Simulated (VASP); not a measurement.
# Tl (I4/mmm) in VASP: a series of runs, part 2 of 2

VASP 6.6.1.

### 3 Single point, PBE+D3(BJ)

This run uses another cell than the first one, of the same volume but with other edges.

INCAR

```
PREC = Accurate
ENCUT = 520
EDIFF = 1E-7
ISMEAR = 0
SIGMA = 0.15
LREAL = False
LASPH = True
NELM = 60
ALGO = Fast
ISIF = 2
LWAVE = False
LCHARG = False
GGA = PE
IVDW = 12
NBANDS = 12
```

KPOINTS

```
regular mesh
0
Gamma
  18 18 18
```

POSCAR

```
Tl
1.0
    0.0000000000      2.6793017603      2.0898553730
    2.6793017603      0.0000000000      2.0898553730
    2.6793017603      2.6793017603      0.0000000000
Tl
1
Direct
    0.0000000000      0.0000000000      0.0000000000
```

Potentials or basis: VASP PAW PBE potentials, release 64 (Tl_d).

Run with:

```bash
$ cat potpaw_PBE.64/Tl_d/POTCAR > POTCAR
$ mpirun -np 1 vasp_std > vasp.out
```

OUTCAR:

```text
PREC = Accurate
   ENCUT = 520
   EDIFF = 1E-7
   ISMEAR = 0
   LREAL = False
   LASPH = True
   NELM = 60
   ISIF = 2
   GGA = PE
   IVDW = 12
 IVDW          = 12

 ion  position               nearest neighbor table
   1  0.000  0.000  0.000-

  LATTYP: Found a body centered tetragonal cell.
 ALAT       =     3.7891048871
 C/A-ratio  =     1.1030865786

  Lattice vectors:

 A1 = (   0.0000000000,  -2.6793017603,  -2.0898553730)
 A2 = (   0.0000000000,   2.6793017603,  -2.0898553730)
 A3 = (   2.6793017603,   0.0000000000,   2.0898553730)

Analysis of symmetry for initial positions (statically):
=====================================================================
 Subroutine PRICEL returns:
 Original cell was already a primitive cell.

 Routine SETGRP: Setting up the symmetry group for a
 body centered tetragonal supercell.

 Subroutine GETGRP returns: Found 16 space group operations
 (whereof 16 operations were pure point group operations)
 out of a pool of 16 trial point group operations.

The static configuration has the point symmetry D_4h.

Analysis of symmetry for dynamics (positions and initial velocities):
[... 169 lines left out ...]
      2      -5.5529      2.00000
      3      -5.4474      2.00000
      4      -5.2103      2.00000
      5      -5.1167      2.00000
      6      -3.6429      2.00000
      7      16.0189      0.00000
      8      16.3988      0.00000
      9      16.3988      0.00000
     10      17.6457      0.00000
     11      19.0905      0.00000
     12      19.0905      0.00000
[... 331 lines left out ...]
 k-point    24 :      -0.2222    0.0556    0.0000
  band No.  band energies     occupation
      1      -5.5462      2.00000
      2      -5.5307      2.00000
      3      -5.2733      2.00000
      4      -5.2464      2.00000
      5      -5.1380      2.00000
      6      -2.4539      2.00000
      7       9.9530      0.00000
      8      14.2454      0.00000
      9      14.6452      0.00000
     10      17.0087      0.00000
     11      17.4194      0.00000
     12      18.1820      0.00000

 [... further k-points ...]

------------------------ aborting loop because EDIFF is reached ----------------------------------------

 Edisp (eV)   -0.32573

 E8    (eV) :    -0.1701

  FORCE on cell =-STRESS in cart. coord.  units (eV):
  Direction    XX          YY          ZZ          XY          YZ          ZX
  --------------------------------------------------------------------------------------
  -------------------------------------------------------------------------------------
  Total      -0.05093    -0.05093    -0.17577     0.00000     0.00000     0.00000
  in kB      -2.71963    -2.71963    -9.38566     0.00000     0.00000     0.00000
  external pressure =       -4.94 kB  Pullay stress =        0.00 kB

 VOLUME and BASIS-vectors are now :
 -----------------------------------------------------------------------------
  energy-cutoff  :      520.00
  volume of cell :       30.00
      direct lattice vectors                 reciprocal lattice vectors
     0.000000000  2.679301760  2.089855373    -0.186615785  0.186615785  0.239251006
     2.679301760  0.000000000  2.089855373     0.186615785 -0.186615785  0.239251006
     2.679301760  2.679301760  0.000000000     0.186615785  0.186615785 -0.239251006

 POSITION                                       TOTAL-FORCE (eV/Angst)
 -----------------------------------------------------------------------------------
      0.00000      0.00000      0.00000         0.000000      0.000000      0.000000
 -----------------------------------------------------------------------------------
    total drift:                               -0.000000     -0.000000     -0.000000

  FREE ENERGIE OF THE ION-ELECTRON SYSTEM (eV)
  ---------------------------------------------------
  free  energy   TOTEN  =        -2.5396515514 eV

  energy  without entropy=       -2.5338950319  energy(sigma->0) =       -2.53677329
```

OSZICAR:

```text
N       E                     dE             d eps       ncg     rms          rms(c)
DAV:   1     0.503787455662E+02    0.50379E+02   -0.66663E+03 12296   0.935E+02
DAV:   2    -0.163493493047E+01   -0.52014E+02   -0.51044E+02 13192   0.211E+02
DAV:   3    -0.223521233598E+01   -0.60028E+00   -0.59970E+00 13620   0.205E+01
DAV:   4    -0.223794244541E+01   -0.27301E-02   -0.27300E-02 13072   0.160E+00
DAV:   5    -0.223797572106E+01   -0.33276E-04   -0.33276E-04 13416   0.172E-01    0.189E+00
RMM:   6    -0.221750716944E+01    0.20469E-01   -0.26760E-02 11570   0.133E+00    0.132E+00
RMM:   7    -0.221411616974E+01    0.33910E-02   -0.12792E-02 11801   0.100E+00    0.568E-01
RMM:   8    -0.221392912900E+01    0.18704E-03   -0.85737E-04 12212   0.240E-01    0.645E-02
RMM:   9    -0.221391907597E+01    0.10053E-04   -0.93183E-05 13086   0.892E-02    0.315E-02
RMM:  10    -0.221391868224E+01    0.39374E-06   -0.14508E-05 12687   0.378E-02    0.683E-04
RMM:  11    -0.221391881233E+01   -0.13009E-06   -0.21084E-06 13137   0.145E-02    0.752E-04
RMM:  12    -0.221391894401E+01   -0.13168E-06   -0.28211E-07  9799   0.450E-03    0.136E-03
RMM:  13    -0.221391874268E+01    0.20133E-06   -0.91280E-08  8184   0.282E-03    0.392E-04
RMM:  14    -0.221391872123E+01    0.21449E-07   -0.15698E-08  7062   0.962E-04
   1 F= -.25396516E+01 E0= -.25367733E+01  d E =-.575652E-02
```

stdout:

```text
POSCAR found type information on POSCAR Tl
 POSCAR found :  1 types and       1 ions
 scaLAPACK will be used
 LDA part: xc-table for (Slater+PW92), standard interpolation
 POSCAR, INCAR and KPOINTS ok, starting setup
 FFT: planning ... GRIDC
 FFT: planning ... GRID_SOFT
 FFT: planning ... GRID
 WAVECAR not read
 entering main loop
```

Run time: 4.4 min. Hardware: 1 thread of Intel Xeon 8259CL, shared host; peak memory 0.3 GiB.

What came out:

| Item | Value |
| --- | --- |
| Free energy | -2.5397 eV |
| Pressure | -0.5 GPa |
| Band gap on the k mesh | zero (an odd number of electrons rules out a gap without spin polarisation) |
| Dispersion energy per atom | -0.326 eV |

Levels at points of the mesh, in eV from the Fermi level:
| k point | band 4 | band 5 | band 6 | band 7 | band 8 | band 9 |
| --- | --- | --- | --- | --- | --- | --- |
| (0.00, 0.00, 0.00) | -11.31 | -11.22 | -9.74 | 9.92 | 10.30 | 10.30 |
| (0.50, 0.00, 0.00) | -11.22 | -11.01 | -5.21 | -2.65 | 6.10 | 7.53 |
| (0.50, 0.50, 0.00) | -11.04 | -11.04 | -2.06 | 0.32 | 2.06 | 2.06 |
| (0.50, 0.00, 0.50) | -11.20 | -10.98 | -4.70 | -2.35 | 4.88 | 5.98 |

Caveat: spin-orbit coupling is left out, which moves the levels of the heavy elements.

### 4 Single point, PBE+D3(BJ)

This run uses another cell than the first one, of the same volume but with other edges.

INCAR

```
SYSTEM = Tl
ALGO = Fast
EDIFF = 1E-6
ENCUT = 520
GGA = PE
ISIF = 2
ISMEAR = 0
IVDW = 12
LASPH = .TRUE.
LCHARG = .FALSE.
LREAL = .FALSE.
LWAVE = .FALSE.
NBANDS = 12
NELM = 80
PREC = Accurate
SIGMA = 0.15
```

KPOINTS

```
k-points
0
G
  18 18 18
  0 0 0
```

POSCAR

```
Tl
1.0
    0.0000000000      2.2598106248      2.9377538123
    2.2598106248      0.0000000000      2.9377538123
    2.2598106248      2.2598106248      0.0000000000
Tl
1
Direct
    0.0000000000      0.0000000000      0.0000000000
```

Run with:

```bash
$ cat potpaw_PBE.64/Tl_d/POTCAR > POTCAR
$ mpirun -np 1 vasp_std > vasp.out
```

Wall time 3.1 min (1 thread of Intel Xeon 8259CL, shared host); peak memory 0.29 GiB.

It converged, with:

* Free energy: -2.4993 eV
* Pressure: 0.1 GPa
* Band gap on the k mesh: zero (an odd number of electrons rules out a gap without spin polarisation)
* Dispersion energy per atom: -0.326 eV

Stress tensor (GPa, compression positive):
```
 1.14  0.00  0.00
 0.00  1.14  0.00
 0.00  0.00 -2.04
```

Levels at points of the mesh, in eV from the Fermi level:
```tsv
k point	band 3	band 4	band 5	band 6	band 7	band 8	band 9	band 10
(0.00, 0.00, 0.00)	-11.39	-11.39	-11.13	-9.77	8.50	9.99	9.99	11.52
(0.50, 0.00, 0.00)	-11.42	-11.19	-11.07	-5.21	-2.68	4.94	9.00	10.58
(0.50, 0.50, 0.00)	-11.13	-11.13	-11.08	-6.00	-2.83	6.34	6.34	9.80
(0.50, 0.00, 0.50)	-11.32	-11.17	-10.80	-2.45	-0.82	2.46	4.08	6.67
```

Caveat: spin-orbit coupling is left out, which moves the levels of the heavy elements.

### 5 The runs side by side

| cell | further INCAR settings | gap on the mesh (eV) | pressure (GPa) |
| --- | --- | --- | --- |
| a = 3.625, b = 3.625, c = 3.282 Å, angles 63.1, 63.1, 53.8°, 1 atom | ALGO = Fast; EDIFF = 1e-06; NBANDS = 12 | none | -0.5 |
| a = 3.398, b = 3.398, c = 3.789 Å, angles 56.1, 56.1, 67.8°, 1 atom | ALGO = Fast; EDIFF = 1e-07; NBANDS = 12 | none | -0.5 |
| a = 3.706, b = 3.706, c = 3.196 Å, angles 64.5, 64.5, 51.1°, 1 atom | ALGO = Fast; EDIFF = 1e-06; NBANDS = 12 | none | 0.1 |

Alike in all rows: task single point; level PBE+D3(BJ); potentials or basis VASP PAW PBE potentials, release 64 (Tl_d); no spin polarisation; k mesh 18 × 18 × 18; cutoff (eV) 520; smearing gaussian 0.15 eV.

Caveats: spin-orbit coupling is left out, which moves the levels of the heavy elements.

Absolute energies hang on the potentials; compare differences alone.
